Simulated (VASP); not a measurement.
# La in VASP: single point with PBE

Aim: the single point of La with PBE.

Everything below comes from runs of VASP 6.6.1. Logs are shortened: lines on timing, memory, paths and dates and some standing lists are left out, and cuts for length are marked.

### Step 1. The cell of the first run

The cell holds a sublattice, 2 atoms: a = 3.931 Å, b = 3.931 Å, c = 6.112 Å, α = 90.00°, β = 90.00°, γ = 120.00°.

### Step 2. Single point, PBE

INCAR reads:

```
PREC = Accurate
ENCUT = 520
EDIFF = 1E-6
ISMEAR = 0
SIGMA = 0.1
LREAL = F
LASPH = T
NELM = 80
ALGO = Normal
ISIF = 2
LWAVE = F
LCHARG = F
GGA = PE
NBANDS = 18
```

KPOINTS reads:

```
Automatic mesh
0
Gamma
  9 9 4
```

POSCAR reads:

```
La
1.0
    3.9307778780      0.0000000000      0.0000000000
   -1.9653889390      3.4041534990      0.0000000000
    0.0000000000      0.0000000000      6.1119535200
La
2
Direct
    0.6666666700      0.3333333300      0.7537643200
    0.3333333300      0.6666666700      0.2462356800
```

Potentials or basis: VASP PAW PBE potentials, release 64 (La).

Launch:

```
$ cat potpaw_PBE.64/La/POTCAR > POTCAR
$ mpirun -np 1 vasp_std > vasp.out
```

OUTCAR:

```text
PREC = Accurate
   ENCUT = 520
   EDIFF = 1E-6
   ISMEAR = 0
   LREAL = F
   LASPH = T
   NELM = 80
   ISIF = 2
   GGA = PE

 ion  position               nearest neighbor table
   1  0.667  0.333  0.754-
   2  0.333  0.667  0.246-

  LATTYP: Found a hexagonal cell.
 ALAT       =     3.9307778780
 C/A-ratio  =     1.5548966921

  Lattice vectors:

 A1 = (   3.9307778780,   0.0000000000,   0.0000000000)
 A2 = (  -1.9653889390,   3.4041534990,   0.0000000000)
 A3 = (   0.0000000000,   0.0000000000,   6.1119535200)

Analysis of symmetry for initial positions (statically):
=====================================================================
 Subroutine PRICEL returns:
 Original cell was already a primitive cell.

 Routine SETGRP: Setting up the symmetry group for a
 hexagonal supercell.

 Subroutine GETGRP returns: Found 12 space group operations
 (whereof 12 operations were pure point group operations)
 out of a pool of 24 trial point group operations.

The static configuration has the point symmetry D_3d.

Analysis of symmetry for dynamics (positions and initial velocities):
=====================================================================
 Subroutine PRICEL returns:
 Original cell was already a primitive cell.

 Routine SETGRP: Setting up the symmetry group for a
 hexagonal supercell.

 Subroutine GETGRP returns: Found 12 space group operations
 (whereof 12 operations were pure point group operations)
 out of a pool of 24 trial point group operations.

The dynamic configuration has the point symmetry D_3d.

 Subroutine INISYM returns: Found 12 space group operations
 (whereof 12 operations are pure point group operations),
 and found     1 'primitive' translations

----------------------------------------------------------------------------------------

                                     Primitive cell

  volume of cell :      81.7839

  direct lattice vectors                    reciprocal lattice vectors
     3.930777878  0.000000000  0.000000000     0.254402571  0.146879393  0.000000000
    -1.965388939  3.404153499  0.000000000     0.000000000  0.293758786  0.000000000
     0.000000000  0.000000000  6.111953520     0.000000000  0.000000000  0.163613810

  length of vectors
     3.930777878  3.930777878  6.111953520     0.293758786  0.293758786  0.163613810

  position of ions in fractional coordinates (direct lattice)
     0.666666670  0.333333330  0.753764320
     0.333333330  0.666666670  0.246235680

  ion indices of the primitive-cell ions
   primitive index   ion index
                 1           1
                 2           2

----------------------------------------------------------------------------------------

 KPOINTS: Automatic mesh

Automatic generation of k-mesh.
 Grid dimensions read from file:
 generate k-points for:    9    9    4

 Generating k-lattice:

  Cartesian coordinates                     Fractional coordinates (reciprocal lattice)
     0.028266952  0.016319933  0.000000000     0.111111111  0.000000000  0.000000000
     0.000000000  0.032639865  0.000000000     0.000000000  0.111111111  0.000000000
     0.000000000  0.000000000  0.040903452     0.000000000  0.000000000  0.250000000

  Length of vectors
     0.032639865  0.032639865  0.040903452

  Shift w.r.t. Gamma in fractional coordinates (k-lattice)
     0.000000000  0.000000000  0.000000000

 Subroutine IBZKPT returns following result:
 ===========================================

 Found     43 irreducible k-points:

 Following reciprocal coordinates:
            Coordinates               Weight
  0.000000  0.000000  0.000000      1.000000
  0.111111  0.000000  0.000000      6.000000
  0.222222  0.000000  0.000000      6.000000
  0.333333  0.000000  0.000000      6.000000
  0.444444  0.000000  0.000000      6.000000
  0.111111  0.111111  0.000000      6.000000
[... 16 lines left out ...]
  0.222222  0.111111  0.250000     12.000000
 -0.111111  0.333333  0.250000     12.000000
 [... further k-points ...]
   k-points           NKPTS =     43   k-points in BZ     NKDIM =     43   number of bands    NBANDS=     18
   number of dos      NEDOS =    301   number of ions     NIONS =      2
   total plane-waves  NPLWV =  43200
   dimension x,y,z NGX =    30 NGY =   30 NGZ =   48
   dimension x,y,z NGXF=    60 NGYF=   60 NGZF=   96
   ions per type =               2
   NGX,Y,Z   is equivalent  to a cutoff of  12.69, 12.69, 13.06 a.u.
   NGXF,Y,Z  is equivalent  to a cutoff of  25.38, 25.38, 26.11 a.u.
 SYSTEM =  unknown system
   PREC   = accura    normal or accurate (medium, high low for compatibility)
   ISTART =      0    job   : 0-new  1-cont  2-samecut
   ICHARG =      2    charge: 1-file 2-atom 10-const
   ISPIN  =      1    spin polarized calculation?
   LNONCOLLINEAR =      F non collinear calculations
   LSORBIT =      F    spin-orbit coupling
   LASPH  =      T    aspherical Exc in radial PAW
   ENCUT  =  520.0 eV  38.22 Ry    6.18 a.u.   7.31  7.31 11.36*2*pi/ulx,y,z
   NELM   =     80;   NELMIN=  2; NELMDL= -5     # of ELM steps
   EDIFF  = 0.1E-05   stopping-criterion for ELM
   LREAL  =      F    real-space projection
   EDIFFG = 0.1E-04   stopping-criterion for IOM
   NSW    =      0    number of steps for IOM
   IBRION =     -1    ionic relax: 0-MD 1-quasi-New 2-CG
   NFREE  =      0    steps in history (QN), initial steepest desc. (CG)
   ISIF   =      2    stress and relaxation
   ISYM   =      2    0-nonsym 1-usesym 2-fastsym
   POTIM  = 0.5000    time-step for ionic-motion
   TEBEG  =    0.0;   TEEND  =   0.0 temperature during run
   PSTRESS=    0.0 pullay stress
   NELECT =      22.0000    total number of electrons
   NUPDOWN=      -1.0000    fix difference up-down
   EMIN   =  10.00;   EMAX   =-10.00  energy-range for DOS
   EFERMI =   0.00;   METHOD = LEGACY
   ISMEAR =     0;   SIGMA  =   0.10  broadening in eV -4-tet -1-fermi 0-gaus
   EFERMI_NEDOS =   21; number of points for ismear=-14 and -15
   IALGO  =     38    algorithm
   IMIX   =      4    mixing-type and parameters
     AMIX     =   0.40;   BMIX     =  1.00
     AMIX_MAG =   1.60;   BMIX_MAG =  1.00
  volume/ion in A,a.u.               =      40.89       275.95
  Fermi-wavevector in a.u.,A,eV,Ry     =   1.056801  1.997064 15.195369  1.116828
  Thomas-Fermi vector in A             =   2.192050
   LORBIT       =      0    0 simple, 1 ext, 2 COOP (PROOUT), +10 PAW based schemes
   GGA     = PE    functional components
   LHFCALC =     F    Hartree Fock is set to
   AEXX    =    0.0000 exact exchange contribution
   IVDW    =     0    specifies the selected vdW correction
   LEPSILON=     F    determine dielectric tensor
   LRPA    =     F    only Hartree local field effects (RPA)
 non-spin polarized calculation
 Gauss-broadening in eV      SIGMA  =   0.10
  energy-cutoff  :      520.00
  volume of cell :       81.78
 maximum number of plane-waves:      2225
 NGX is ok and might be reduce to    30
   NGX = 15   NGY = 15   NGZ = 23

 number of electron      21.9999998 magnetization

 Free energy of the ion-electron system (eV)
  ---------------------------------------------------
  ext. energy  EPLUGINS =         0.00000000
  ---------------------------------------------------
  free energy    TOTEN  =        -9.65024738 eV

  energy without entropy =       -9.61474373  energy(sigma->0) =       -9.63249556

 E-fermi :   6.9639     XC(G=0):  -9.1772

 val. band max:        6.9629253625   @ k =   0.4444   0.1111   0.2500
 cond. band min:       6.9652972153   @ k =   0.3333   0.0000   0.5000
 fundamental gap:      0.0023718528
 Fermi energy:         6.9638708049

 k-point     1 :       0.0000    0.0000    0.0000
  band No.  band energies     occupation
      1     -26.0396      2.00000
      2     -25.8797      2.00000
      3     -10.2657      2.00000
      4      -9.3946      2.00000
      5      -9.3946      2.00000
      6      -9.2221      2.00000
[... 10 lines left out ...]
     17       8.5092      0.00000
     18       8.5328      0.00000

 k-point     2 :       0.1111    0.0000    0.0000
  band No.  band energies     occupation
      1     -26.0271      2.00000
      2     -25.8756      2.00000
      3     -10.2265      2.00000
      4      -9.4800      2.00000
      5      -9.4235      2.00000
      6      -9.3106      2.00000
[... 10 lines left out ...]
     17       8.5043      0.00000
     18       8.5378      0.00000

 k-point     3 :       0.2222    0.0000    0.0000
  band No.  band energies     occupation
      1     -25.9939      2.00000
      2     -25.8663      2.00000
      3     -10.1178      2.00000
      4      -9.6932      2.00000
      5      -9.5217      2.00000
      6      -9.4922      2.00000
[... 10 lines left out ...]
     17       8.5650      0.00000
     18       8.6768      0.00000

 k-point     4 :       0.3333    0.0000    0.0000
  band No.  band energies     occupation
      1     -25.9521      2.00000
      2     -25.8595      2.00000
      3      -9.9687      2.00000
      4      -9.9285      2.00000
      5      -9.7415      2.00000
      6      -9.5648      2.00000
[... 10 lines left out ...]
     17       8.6058      0.00000
     18       8.6290      0.00000

 k-point     5 :       0.4444    0.0000    0.0000
  band No.  band energies     occupation
      1     -25.9192      2.00000
      2     -25.8604      2.00000
      3     -10.0817      2.00000
      4      -9.8911      2.00000
      5      -9.8136      2.00000
      6      -9.6100      2.00000
[... 10 lines left out ...]
     17       8.6169      0.00000
     18       8.6452      0.00000

 k-point     6 :       0.1111    0.1111    0.0000
  band No.  band energies     occupation
      1     -26.0042      2.00000
      2     -25.8689      2.00000
      3     -10.1525      2.00000
      4      -9.6030      2.00000
      5      -9.5396      2.00000
      6      -9.4019      2.00000
[... 307 lines left out ...]
 k-point    21 :       0.0000    0.4444    0.2500
  band No.  band energies     occupation
      1     -25.9107      2.00000
      2     -25.8689      2.00000
      3     -10.1711      2.00000
      4     -10.0082      2.00000
      5      -9.6364      2.00000
      6      -9.5695      2.00000
[... 10 lines left out ...]
     17       8.6181      0.00000
     18       8.6243      0.00000

 k-point    22 :       0.1111    0.1111    0.2500
  band No.  band energies     occupation
      1     -25.9850      2.00000
      2     -25.8887      2.00000
      3     -10.0589      2.00000
      4      -9.5924      2.00000
      5      -9.5381      2.00000
      6      -9.4387      2.00000
[... 10 lines left out ...]
     17       8.5393      0.00000
     18       8.5941      0.00000

 k-point    23 :       0.2222    0.1111    0.2500
  band No.  band energies     occupation
      1     -25.9514      2.00000
      2     -25.8764      2.00000
      3     -10.0392      2.00000
      4      -9.8156      2.00000
      5      -9.6282      2.00000
      6      -9.5300      2.00000
[... 10 lines left out ...]
     17       8.5922      0.00000
     18       8.6165      0.00000

 k-point    24 :      -0.1111    0.3333    0.2500
  band No.  band energies     occupation
      1     -25.9514      2.00000
      2     -25.8764      2.00000
      3     -10.0431      2.00000
      4      -9.7982      2.00000
      5      -9.6502      2.00000
      6      -9.5214      2.00000
[... 10 lines left out ...]
     17       8.5986      0.00000
     18       8.6158      0.00000

 [... further k-points ...]
[... 5 lines left out ...]
  --------------------------------------------------------------------------------------
  -------------------------------------------------------------------------------------
  Total       -1.1093733     -1.1093733     -0.3575252      0.0000000      0.0000000     -0.0000000
  in kB      -21.7330469    -21.7330469     -7.0040545      0.0000000      0.0000000     -0.0000000
  external PRESSURE =     -16.8233827 kB  Pullay stress =       0.0000000 kB

 VOLUME and BASIS-vectors are now :
 -----------------------------------------------------------------------------
  energy-cutoff  :      520.00
  volume of cell :       81.78
      direct lattice vectors                 reciprocal lattice vectors
     3.930777878  0.000000000  0.000000000     0.254402571  0.146879393  0.000000000
    -1.965388939  3.404153499  0.000000000     0.000000000  0.293758786  0.000000000
     0.000000000  0.000000000  6.111953520     0.000000000  0.000000000  0.163613810

 POSITION                                       TOTAL-FORCE (eV/Angst)
 -----------------------------------------------------------------------------------
      1.96539      1.13472      4.60697        -0.000000      0.000000     -0.023368
     -0.00000      2.26944      1.50498         0.000000     -0.000000      0.023368
 -----------------------------------------------------------------------------------
    total drift:                               -0.000000      0.000000      0.000000

  FREE ENERGIE OF THE ION-ELECTRON SYSTEM (eV)
  ---------------------------------------------------
  free  energy   TOTEN  =        -9.6502473814 eV

  energy  without entropy=       -9.6147437300  energy(sigma->0) =       -9.63249556
```

It took 69 s on 1 thread of Intel Xeon Platinum 8488C (Sapphire Rapids), shared host; peak memory 0.23 GiB.

What came out:

- Free energy: -9.6502 eV
- Pressure: -1.7 GPa
- Largest force: 0.023 eV/Å
- Band gap on the k mesh: zero (band 11 reaches 8.09 eV, above the bottom of band 12 at 6.65 eV)

Forces on the atoms (eV/Å):
```
La   0.000  0.000 -0.023
La   0.000  0.000  0.023
```

Stress tensor (GPa, compression positive):
```
-2.17  0.00  0.00
 0.00 -2.17  0.00
 0.00  0.00 -0.70
```

Levels at points of the mesh, in eV from the Fermi level:
| k point | band 8 | band 9 | band 10 | band 11 | band 12 | band 13 | band 14 | band 15 |
| --- | --- | --- | --- | --- | --- | --- | --- | --- |
| (0.00, 0.00, 0.00) | -16.09 | -3.20 | -1.64 | 1.13 | 1.19 | 1.19 | 1.43 | 1.48 |
| (0.00, 0.00, 0.50) | -16.26 | -1.90 | -1.89 | 0.52 | 0.70 | 1.20 | 1.20 | 1.21 |

Caveat: spin-orbit coupling is left out, which moves the levels of the heavy elements.
